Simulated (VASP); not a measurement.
# Ir (P6_3/mmc) in VASP: notebook

Ir is run at these levels: PBEsol; tasks: single point.

Program: VASP 6.6.1. These are calculated values, not measurements. Logs are shortened: lines on timing, memory, paths and dates and some standing lists are left out, and cuts for length are marked.

### Step 1. The cell of the first run

It takes space group P6_3/mmc (No. 194, hexagonal). Conventional cell: a = 2.669 Å, b = 2.669 Å, c = 4.395 Å, α = 90.00°, β = 90.00°, γ = 120.00°. Ir (site symmetry -6m2) has 12 Ir at 2.67 to 2.68 Å within 3.5 Å.

### Step 2. Single point, PBEsol (strain -0.030 along x and y, -0.015 along z)

Input file INCAR:

```
SYSTEM = Ir
PREC = Accurate
ENCUT = 500
EDIFF = 1E-6
ISMEAR = 0
SIGMA = 0.15
LREAL = .FALSE.
LASPH = .TRUE.
NELM = 120
ALGO = Normal
ISIF = 2
LWAVE = .FALSE.
LCHARG = .TRUE.
GGA = PS
LELF = .TRUE.
LVHAR = .TRUE.
NBANDS = 24
GGA_COMPAT = .FALSE.
```

Input file KPOINTS:

```
regular mesh
0
G
  18 18 12
  0 0 0
```

Input file POSCAR:

```
Ir
1.0
    2.6688365577      0.0000000000      0.0000000000
   -1.3344182789      2.3112802576      0.0000000000
    0.0000000000      0.0000000000      4.3953556500
Ir
2
Direct
    0.6666666667      0.3333333333      0.7500000000
    0.3333333333      0.6666666667      0.2500000000
```

Potentials or basis: VASP PAW PBE potentials, release 64 (Ir_sv_GW).

Run with:

```
> cat potpaw_PBE.64/Ir_sv_GW/POTCAR > POTCAR
> mpirun -np 1 vasp_std > vasp.out
```

OUTCAR:

```text
SYSTEM = Ir
   PREC = Accurate
   ENCUT = 500
   EDIFF = 1E-6
   ISMEAR = 0
   LREAL = .FALSE.
   LASPH = .TRUE.
   NELM = 120
   ISIF = 2
   GGA = PS

 ion  position               nearest neighbor table
   1  0.667  0.333  0.750-   2 2.68   2 2.68   2 2.68   2 2.68   2 2.68   2 2.68
   2  0.333  0.667  0.250-   1 2.68   1 2.68   1 2.68   1 2.68   1 2.68   1 2.68

  LATTYP: Found a hexagonal cell.
 ALAT       =     2.6688365577
 C/A-ratio  =     1.6469182563

  Lattice vectors:

 A1 = (   2.6688365577,   0.0000000000,   0.0000000000)
 A2 = (  -1.3344182789,   2.3112802576,   0.0000000000)
 A3 = (   0.0000000000,   0.0000000000,   4.3953556500)

Analysis of symmetry for initial positions (statically):
=====================================================================
 Subroutine PRICEL returns:
 Original cell was already a primitive cell.

 Routine SETGRP: Setting up the symmetry group for a
 hexagonal supercell.

 Subroutine GETGRP returns: Found 24 space group operations
 (whereof 12 operations were pure point group operations)
 out of a pool of 24 trial point group operations.

The static configuration has the point symmetry D_3d.
 The point group associated with its full space group is D_6h.

Analysis of symmetry for dynamics (positions and initial velocities):
=====================================================================
 Subroutine PRICEL returns:
 Original cell was already a primitive cell.

 Routine SETGRP: Setting up the symmetry group for a
 hexagonal supercell.

 Subroutine GETGRP returns: Found 24 space group operations
 (whereof 12 operations were pure point group operations)
 out of a pool of 24 trial point group operations.

The dynamic configuration has the point symmetry D_3d.
 The point group associated with its full space group is D_6h.

 Subroutine INISYM returns: Found 24 space group operations
 (whereof 12 operations are pure point group operations),
 and found     1 'primitive' translations

----------------------------------------------------------------------------------------

                                     Primitive cell

  volume of cell :      27.1124

  direct lattice vectors                    reciprocal lattice vectors
     2.668836558  0.000000000  0.000000000     0.374695107  0.216330321  0.000000000
    -1.334418279  2.311280258  0.000000000     0.000000000  0.432660642  0.000000000
     0.000000000  0.000000000  4.395355650     0.000000000  0.000000000  0.227512875

  length of vectors
     2.668836558  2.668836558  4.395355650     0.432660642  0.432660642  0.227512875

  position of ions in fractional coordinates (direct lattice)
     0.666666667  0.333333333  0.750000000
     0.333333333  0.666666667  0.250000000

  ion indices of the primitive-cell ions
   primitive index   ion index
                 1           1
                 2           2

----------------------------------------------------------------------------------------

 KPOINTS: regular mesh

Automatic generation of k-mesh.
 Grid dimensions read from file:
 generate k-points for:   18   18   12

 Generating k-lattice:

  Cartesian coordinates                     Fractional coordinates (reciprocal lattice)
     0.020816395  0.012018351  0.000000000     0.055555556  0.000000000  0.000000000
     0.000000000  0.024036702  0.000000000     0.000000000  0.055555556  0.000000000
     0.000000000  0.000000000  0.018959406     0.000000000  0.000000000  0.083333333

  Length of vectors
     0.024036702  0.024036702  0.018959406

  Shift w.r.t. Gamma in fractional coordinates (k-lattice)
     0.000000000  0.000000000  0.000000000

 Subroutine IBZKPT returns following result:
 ===========================================

 Found    259 irreducible k-points:

 Following reciprocal coordinates:
            Coordinates               Weight
  0.000000  0.000000  0.000000      1.000000
  0.055556 -0.000000  0.000000      6.000000
  0.111111 -0.000000  0.000000      6.000000
  0.166667  0.000000  0.000000      6.000000
  0.222222  0.000000  0.000000      6.000000
  0.277778 -0.000000  0.000000      6.000000
[... 16 lines left out ...]
  0.333333  0.111111  0.000000     12.000000
  0.388889  0.111111  0.000000     12.000000
 [... further k-points ...]
   k-points           NKPTS =    259   k-points in BZ     NKDIM =    259   number of bands    NBANDS=     24
   number of dos      NEDOS =    301   number of ions     NIONS =      2
   total plane-waves  NPLWV =  12800
   dimension x,y,z NGX =    20 NGY =   20 NGZ =   32
   dimension x,y,z NGXF=    40 NGYF=   40 NGZF=   64
   ions per type =               2
   NGX,Y,Z   is equivalent  to a cutoff of  12.46, 12.46, 12.10 a.u.
   NGXF,Y,Z  is equivalent  to a cutoff of  24.92, 24.92, 24.21 a.u.
 SYSTEM =  Ir
   PREC   = accura    normal or accurate (medium, high low for compatibility)
   ISTART =      0    job   : 0-new  1-cont  2-samecut
   ICHARG =      2    charge: 1-file 2-atom 10-const
   ISPIN  =      1    spin polarized calculation?
   LNONCOLLINEAR =      F non collinear calculations
   LSORBIT =      F    spin-orbit coupling
   LASPH  =      T    aspherical Exc in radial PAW
   ENCUT  =  500.0 eV  36.75 Ry    6.06 a.u.   4.87  4.87  8.01*2*pi/ulx,y,z
   NELM   =    120;   NELMIN=  2; NELMDL= -5     # of ELM steps
   EDIFF  = 0.1E-05   stopping-criterion for ELM
   LREAL  =      F    real-space projection
   EDIFFG = 0.1E-04   stopping-criterion for IOM
   NSW    =      0    number of steps for IOM
   IBRION =     -1    ionic relax: 0-MD 1-quasi-New 2-CG
   NFREE  =      0    steps in history (QN), initial steepest desc. (CG)
   ISIF   =      2    stress and relaxation
   ISYM   =      2    0-nonsym 1-usesym 2-fastsym
   POTIM  = 0.5000    time-step for ionic-motion
   TEBEG  =    0.0;   TEEND  =   0.0 temperature during run
   PSTRESS=    0.0 pullay stress
   NELECT =      34.0000    total number of electrons
   NUPDOWN=      -1.0000    fix difference up-down
   EMIN   =  10.00;   EMAX   =-10.00  energy-range for DOS
   EFERMI =   0.00;   METHOD = LEGACY
   ISMEAR =     0;   SIGMA  =   0.15  broadening in eV -4-tet -1-fermi 0-gaus
   EFERMI_NEDOS =   21; number of points for ismear=-14 and -15
   IALGO  =     38    algorithm
   IMIX   =      4    mixing-type and parameters
     AMIX     =   0.40;   BMIX     =  1.00
     AMIX_MAG =   1.60;   BMIX_MAG =  1.00
  volume/ion in A,a.u.               =      13.56        91.48
  Fermi-wavevector in a.u.,A,eV,Ry     =   1.765407  3.336136 42.404777  3.116663
  Thomas-Fermi vector in A             =   2.833194
   LORBIT       =      0    0 simple, 1 ext, 2 COOP (PROOUT), +10 PAW based schemes
   GGA     = PS    functional components
   LHFCALC =     F    Hartree Fock is set to
   AEXX    =    0.0000 exact exchange contribution
   IVDW    =     0    specifies the selected vdW correction
   LEPSILON=     F    determine dielectric tensor
   LRPA    =     F    only Hartree local field effects (RPA)
 non-spin polarized calculation
 Gauss-broadening in eV      SIGMA  =   0.15
  energy-cutoff  :      500.00
  volume of cell :       27.11
 maximum number of plane-waves:       711
 NGX is ok and might be reduce to    20
   NGX =  9   NGY =  9   NGZ = 17

 number of electron      34.0000000 magnetization

 Free energy of the ion-electron system (eV)
  ---------------------------------------------------
  ext. energy  EPLUGINS =         0.00000000
  ---------------------------------------------------
  free energy    TOTEN  =       -20.58604119 eV

  energy without entropy =      -20.56360603  energy(sigma->0) =      -20.57482361

 E-fermi :  13.7097     XC(G=0): -14.9820

 val. band max:       13.7071882557   @ k =   0.2222   0.1667   0.1667
 cond. band min:      13.7106589923   @ k =   0.3889   0.1667   0.0833
 fundamental gap:      0.0034707367
 Fermi energy:        13.7097058729

 k-point     1 :       0.0000    0.0000    0.0000
  band No.  band energies     occupation
      1     -79.5211      2.00000
      2     -79.4446      2.00000
      3     -36.7973      2.00000
      4     -35.9997      2.00000
      5     -35.9997      2.00000
      6     -35.8996      2.00000
[... 16 lines left out ...]
     23      29.0765      0.00000
     24      30.4111      0.00000

 k-point     2 :       0.0556   -0.0000    0.0000
  band No.  band energies     occupation
      1     -79.5188      2.00000
      2     -79.4433      2.00000
      3     -36.7882      2.00000
      4     -36.0210      2.00000
      5     -36.0066      2.00000
      6     -35.9025      2.00000
[... 16 lines left out ...]
     23      29.2582      0.00000
     24      30.6440      0.00000

 k-point     3 :       0.1111   -0.0000    0.0000
  band No.  band energies     occupation
      1     -79.5123      2.00000
      2     -79.4398      2.00000
      3     -36.7618      2.00000
      4     -36.0839      2.00000
      5     -36.0258      2.00000
      6     -35.9645      2.00000
[... 16 lines left out ...]
     23      29.7421      0.00000
     24      31.2800      0.00000

 k-point     4 :       0.1667    0.0000    0.0000
  band No.  band energies     occupation
      1     -79.5024      2.00000
      2     -79.4346      2.00000
      3     -36.7197      2.00000
      4     -36.1807      2.00000
      5     -36.0627      2.00000
      6     -36.0543      2.00000
[... 16 lines left out ...]
     23      30.1416      0.00000
     24      31.5975      0.00000

 k-point     5 :       0.2222    0.0000    0.0000
  band No.  band energies     occupation
      1     -79.4900      2.00000
      2     -79.4290      2.00000
      3     -36.6656      2.00000
      4     -36.2992      2.00000
      5     -36.1816      2.00000
      6     -36.0901      2.00000
[... 451 lines left out ...]
 k-point    22 :       0.2778    0.1111    0.0000
  band No.  band energies     occupation
      1     -79.4591      2.00000
      2     -79.4176      2.00000
      3     -36.5319      2.00000
      4     -36.5155      2.00000
      5     -36.4342      2.00000
      6     -36.1866      2.00000
[... 16 lines left out ...]
     23      26.2503      0.00000
     24      28.3257      0.00000

 k-point    23 :       0.3333    0.1111    0.0000
  band No.  band energies     occupation
      1     -79.4480      2.00000
      2     -79.4152      2.00000
      3     -36.6211      2.00000
      4     -36.5030      2.00000
      5     -36.4521      2.00000
      6     -36.2263      2.00000
[... 16 lines left out ...]
     23      24.9111      0.00000
     24      27.8029      0.00000

 k-point    24 :       0.3889    0.1111    0.0000
  band No.  band energies     occupation
      1     -79.4399      2.00000
      2     -79.4144      2.00000
      3     -36.6788      2.00000
      4     -36.5483      2.00000
      5     -36.4003      2.00000
      6     -36.2517      2.00000
[... 16 lines left out ...]
     23      24.5030      0.00000
     24      27.4511      0.00000

 [... further k-points ...]
[... 5 lines left out ...]
  --------------------------------------------------------------------------------------
  -------------------------------------------------------------------------------------
  Total        2.7261993      2.7261993      1.5434944     -0.0000000      0.0000000      0.0000000
  in kB      161.1014982    161.1014983     91.2109628     -0.0000000      0.0000000      0.0000000
  external PRESSURE =     137.8046531 kB  Pullay stress =       0.0000000 kB

 VOLUME and BASIS-vectors are now :
 -----------------------------------------------------------------------------
  energy-cutoff  :      500.00
  volume of cell :       27.11
      direct lattice vectors                 reciprocal lattice vectors
     2.668836558  0.000000000  0.000000000     0.374695107  0.216330321  0.000000000
    -1.334418279  2.311280258  0.000000000     0.000000000  0.432660642  0.000000000
     0.000000000  0.000000000  4.395355650     0.000000000  0.000000000  0.227512875

 POSITION                                       TOTAL-FORCE (eV/Angst)
 -----------------------------------------------------------------------------------
      1.33442      0.77043      3.29652        -0.000000      0.000000      0.000000
     -0.00000      1.54085      1.09884         0.000000     -0.000000      0.000000
 -----------------------------------------------------------------------------------
    total drift:                                0.000000     -0.000000      0.000000

  FREE ENERGIE OF THE ION-ELECTRON SYSTEM (eV)
  ---------------------------------------------------
  free  energy   TOTEN  =       -20.5860411855 eV

  energy  without entropy=      -20.5636060296  energy(sigma->0) =      -20.57482361
```

Wall time 47 s (1 thread of Intel Xeon 6975P-C (Granite Rapids), shared host); peak memory 0.25 GiB.

What came out:

| Quantity | Value |
| --- | --- |
| Free energy | -20.5860 eV |
| Pressure | 13.8 GPa |
| Band gap on the k mesh | zero (band 17 reaches 14.87 eV, above the bottom of band 18 at 11.17 eV) |

Caveat: the cell differs from its parent crystal (strain -0.030 along x and y, -0.015 along z); the PAW data sets were made with another functional, which shifts forces and pressure a little; spin-orbit coupling is left out, which moves the levels of the heavy elements.

### Step 3. Single point, PBEsol (strain -0.015 along x and y, +0.000 along z)

Input file INCAR:

```
PREC = Accurate
ENCUT = 500
EDIFF = 1E-6
ISMEAR = 0
SIGMA = 0.15
LREAL = False
LASPH = True
NELM = 120
ALGO = Normal
ISIF = 2
LWAVE = False
LCHARG = False
GGA = PS
NBANDS = 24
GGA_COMPAT = False
```

Input file KPOINTS:

```
regular mesh
0
Gamma
  18 18 12
```

Input file POSCAR:

```
Ir
1.0
    2.7101072262      0.0000000000      0.0000000000
   -1.3550536131      2.3470217048      0.0000000000
    0.0000000000      0.0000000000      4.4622900000
Ir
2
Direct
    0.6666666667      0.3333333333      0.7500000000
    0.3333333333      0.6666666667      0.2500000000
```

Potentials or basis: VASP PAW PBE potentials, release 64 (Ir_sv_GW).

Run with:

```
> cat potpaw_PBE.64/Ir_sv_GW/POTCAR > POTCAR
> mpirun -np 1 vasp_std > vasp.out
```

OUTCAR:

```text
PREC = Accurate
   ENCUT = 500
   EDIFF = 1E-6
   ISMEAR = 0
   LREAL = False
   LASPH = True
   NELM = 120
   ISIF = 2
   GGA = PS

 ion  position               nearest neighbor table
   1  0.667  0.333  0.750-   2 2.73   2 2.73   2 2.73   2 2.73   2 2.73   2 2.73
   2  0.333  0.667  0.250-   1 2.73   1 2.73   1 2.73   1 2.73   1 2.73   1 2.73

  LATTYP: Found a hexagonal cell.
 ALAT       =     2.7101072262
 C/A-ratio  =     1.6465363277

  Lattice vectors:

 A1 = (   2.7101072262,   0.0000000000,   0.0000000000)
[... 190 lines left out ...]
      2     -80.2319      2.00000
      3     -37.4821      2.00000
      4     -36.8041      2.00000
      5     -36.8041      2.00000
      6     -36.7193      2.00000
[... 637 lines left out ...]
     23      23.1846      0.00000
     24      25.9867      0.00000

 [... further k-points ...]
[... 5 lines left out ...]
  --------------------------------------------------------------------------------------
  -------------------------------------------------------------------------------------
  Total       -0.5735774     -0.5735774     -1.6288765      0.0000000      0.0000000      0.0000000
  in kB      -32.3773437    -32.3773437    -91.9469604      0.0000000      0.0000000      0.0000000
  external PRESSURE =     -52.2338826 kB  Pullay stress =       0.0000000 kB

 VOLUME and BASIS-vectors are now :
 -----------------------------------------------------------------------------
  energy-cutoff  :      500.00
  volume of cell :       28.38
      direct lattice vectors                 reciprocal lattice vectors
     2.710107226  0.000000000  0.000000000     0.368989090  0.213035951  0.000000000
    -1.355053613  2.347021705  0.000000000     0.000000000  0.426071901  0.000000000
     0.000000000  0.000000000  4.462290000     0.000000000  0.000000000  0.224100182

 POSITION                                       TOTAL-FORCE (eV/Angst)
 -----------------------------------------------------------------------------------
      1.35505      0.78234      3.34672         0.000000      0.000000      0.000000
     -0.00000      1.56468      1.11557        -0.000000      0.000000      0.000000
 -----------------------------------------------------------------------------------
    total drift:                                0.000000     -0.000000      0.000000

  FREE ENERGIE OF THE ION-ELECTRON SYSTEM (eV)
  ---------------------------------------------------
  free  energy   TOTEN  =       -20.6410790237 eV

  energy  without entropy=      -20.6165686567  energy(sigma->0) =      -20.62882384
```

OSZICAR:

```text
N       E                     dE             d eps       ncg     rms          rms(c)
DAV:   1     0.330570581249E+03    0.33057E+03   -0.24933E+04 13408   0.150E+03
DAV:   2    -0.142114165387E+02   -0.34478E+03   -0.33369E+03 15144   0.496E+02
DAV:   3    -0.230905260115E+02   -0.88791E+01   -0.88268E+01 14592   0.782E+01
DAV:   4    -0.231197271779E+02   -0.29201E-01   -0.29190E-01 14360   0.489E+00
DAV:   5    -0.231198326245E+02   -0.10545E-03   -0.10544E-03 14776   0.256E-01    0.106E+02
DAV:   6    -0.208704659684E+02    0.22494E+01   -0.39044E+00 13680   0.151E+01    0.559E+01
DAV:   7    -0.206878290549E+02    0.18264E+00   -0.12660E+00 15296   0.797E+00    0.105E+01
DAV:   8    -0.206422902758E+02    0.45539E-01   -0.16767E-01 13048   0.376E+00    0.107E+00
DAV:   9    -0.206414529642E+02    0.83731E-03   -0.35316E-03 15472   0.430E-01    0.901E-01
DAV:  10    -0.206410792369E+02    0.37373E-03   -0.60783E-04 13336   0.290E-01    0.542E-01
DAV:  11    -0.206410790237E+02    0.21326E-06   -0.81494E-06 15320   0.287E-02
   1 F= -.20641079E+02 E0= -.20628824E+02  d E =-.245104E-01
```

Run time: 1.7 min. Hardware: 1 thread of Intel Xeon Platinum 8259CL at 2.50GHz (Skylake/Cascade Lake), shared host; peak memory 0.26 GiB.

Results:

- Free energy: -20.6411 eV
- Pressure: -5.2 GPa
- Band gap on the k mesh: zero (band 17 reaches 13.85 eV, above the bottom of band 18 at 10.43 eV)

Caveat: the cell differs from its parent crystal (strain -0.015 along x and y, +0.000 along z); the PAW data sets were made with another functional, which shifts forces and pressure a little; spin-orbit coupling is left out, which moves the levels of the heavy elements.
